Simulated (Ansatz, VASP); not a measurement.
**Mn in VASP and in Ansatz**

```
Mn
1.0
     2.66248    0.00000    0.00000
    -1.33124    2.30577    0.00000
     0.00000    0.00000    4.30880
Mn
2
Direct
  0.33333 0.66667 0.25000
  0.66667 0.33333 0.75000
```

Alike in both runs: task single point; functional PBE; k mesh 6 × 6 × 4; occupations gaussian, width 0.1 eV; collinear spin.

|  | VASP | Ansatz |
| --- | --- | --- |
| version | VASP 6.6.1 | Ansatz 0.2.0 |
| potentials or method | VASP PAW PBE potentials, release 64 (Mn_pv), cutoff 520 eV | scalar-relativistic, plane waves, PAW |
| valence electrons in the cell | 26 | 30 |

```csv
,VASP,Ansatz,Ansatz less VASP
gap on the k mesh at the Fermi level (eV),none,none,-
pressure (GPa),-4.2,-37.1,-32.84
"traceless stress, the component that is largest in VASP (GPa)",2.02,0.37,-1.652
net moment per atom (μB),2.74,0.00,-2.735
size of the moment on the site where the two differ most (μB),2.64,0.00,-2.640
```

The net moments are unlike, so the other rows may belong to different states. Site moments also hang on the region over which each program counts them. A gap of «none» marks a metal or a gap that the smearing closes. VASP's potentials hold 26 valence electrons a cell and Ansatz's 30, so a difference there can come from the potentials and not from the codes. Ansatz's warnings: seeded moment not kept.

The k mesh is coarse, so the values compare programs but aren't converged.
